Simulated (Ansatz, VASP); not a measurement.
## BN in VASP and in Ansatz

```
B N
1.0
     0.00000    1.77186    1.77186
     1.77186    0.00000    1.77186
     1.77186    1.77186    0.00000
B N
1 1
Direct
  0.00000 0.00000 0.00000
  0.25000 0.25000 0.25000
```

Alike in both runs: task single point; functional LDA; k mesh 12 × 12 × 12; occupations gaussian, width 0.02 eV; no spin polarisation.

|  | VASP | Ansatz |
| --- | --- | --- |
| version | VASP 6.6.1 | Ansatz 0.2.0 |
| potentials or method | VASP PAW LDA potentials, release 64 (B, N), cutoff 600 eV | scalar-relativistic, plane waves, PAW |
| valence electrons in the cell | 8 | 8 |

|  | VASP | Ansatz | Ansatz less VASP |
| --- | --- | --- | --- |
| gap on the k mesh at the Fermi level (eV) | 4.41 | 4.43 | +0.013 |
| least direct gap on the mesh (eV) | 8.97 | 8.97 | +0.008 |
| pressure (GPa) | 14.1 | 12.9 | -1.17 |

Ansatz warns that its potentials were made for another functional, while VASP's fit it. LDA's correlation is that of Perdew and Zunger in VASP and of Perdew and Wang (1992) in Ansatz.
